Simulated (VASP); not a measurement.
**Rh: single point with PBE**

Crystal: Rh.

```
Rh
1.0
     3.68836    0.00000    0.00000
     0.00000    3.68836    0.00000
     0.00000    0.00000    3.68836
Rh
3
Direct
  0.50000 0.00000 0.00000
  0.00000 0.50000 0.00000
  0.00000 0.00000 0.50000
```

The cell was generated, and may not be a known phase.

```json
{
  "Program": "VASP 6.6.1",
  "Task": "single point",
  "Functional": "PBE",
  "Potentials or basis": "VASP PAW PBE potentials, release 64 (Rh_pv)",
  "Cutoff": "520 eV",
  "k mesh": "12 × 12 × 12",
  "Occupations": "gaussian, width 0.1 eV",
  "Spin": "collinear spin, ferromagnetic start",
  "Starting moments": "[0.36, 0.36, 0.36] μB",
  "Dipole correction": "no",
  "Further INCAR settings": "ALGO = Fast; EDIFF = 1e-07; NBANDS = 34"
}
```

- Pressure: 0.0 GPa
- Net moment: 0.42 μB per cell
- Site moments: Rh +0.14 μB
- Valence electrons inside the program's atomic spheres: Rh 13.77

Levels at points of the mesh, in eV from the Fermi level:
Spin up:
```tsv
k point	band 20	band 21	band 22	band 23	band 24	band 25	band 26	band 27
(0.00, 0.00, 0.00)	0.25	0.25	1.47	1.81	1.81	1.81	5.29	5.29
(0.50, 0.00, 0.00)	-1.18	-0.80	-0.65	-0.65	-0.38	0.40	1.82	9.92
(0.50, 0.50, 0.00)	-1.40	-1.40	-1.25	-0.59	0.01	0.96	2.97	4.61
(0.50, 0.50, 0.50)	-0.10	-0.10	1.33	1.40	1.40	1.40	2.96	2.96
```
Spin down:
```tsv
k point	band 18	band 19	band 20	band 21	band 22	band 23	band 24	band 25	band 26	band 27
(0.00, 0.00, 0.00)	-0.64	-0.64	0.38	0.38	1.55	1.90	1.90	1.90	5.31	5.31
(0.50, 0.00, 0.00)	-2.36	-1.23	-1.10	-0.74	-0.52	-0.52	-0.29	0.52	1.90	9.95
(0.50, 0.50, 0.00)	-2.23	-2.23	-1.29	-1.29	-1.18	-0.52	0.18	1.03	3.03	4.67
(0.50, 0.50, 0.50)	-0.96	-0.96	0.07	0.07	1.34	1.49	1.49	1.49	2.97	2.97
```

Wall time 2.1 min on 1 thread of Intel(R) Xeon(R) 6975P-C (Granite Rapids) (shared host), peak memory 0.29 GiB.

Caveat: a moment this small can come from the mesh or the smearing.
